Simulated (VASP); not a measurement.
A run of VASP 6.6.1 is set up as follows.

The input INCAR:

```
PREC     = Accurate       # precision mode
ENCUT    = 520            # plane-wave cutoff, eV
EDIFF    = 1E-6           # SCF threshold, eV
ISMEAR   = -1             # smearing method
SIGMA    = 0.1            # smearing width, eV
LREAL    = F              # projectors in reciprocal space
LASPH    = T              # aspherical terms in the spheres
NELM     = 60             # most SCF steps
ALGO     = Normal         # electronic algorithm
ISIF     = 2              # what is computed and relaxed
LWAVE    = F              # write WAVECAR
LCHARG   = F              # write CHGCAR
NBANDS   = 20             # bands
```

The input KPOINTS:

```
regular mesh
0
Gamma
  9 9 5
```

File POSCAR:

```
Tc
1.0
    2.7115943918      0.0000000000      0.0000000000
   -1.3557971959      2.3483096281      0.0000000000
    0.0000000000      0.0000000000      4.3306355666
Tc
2
Direct
    0.3333333333      0.6666666667      0.2500000000
    0.6666666667      0.3333333333      0.7500000000
```

Potentials or basis: VASP PAW LDA potentials, release 64 (Tc_pv).

Command:

```sh
$ cat potpaw_LDA.64/Tc_pv/POTCAR > POTCAR
$ mpirun -np 1 vasp_std > vasp.out
```

Question: Predict the pressure.

Answer: 0.1 GPa.

Question: Predict the band gap on the k mesh.

Answer: Zero (band 13 reaches 14.20 eV, above the bottom of band 14 at 11.83 eV).
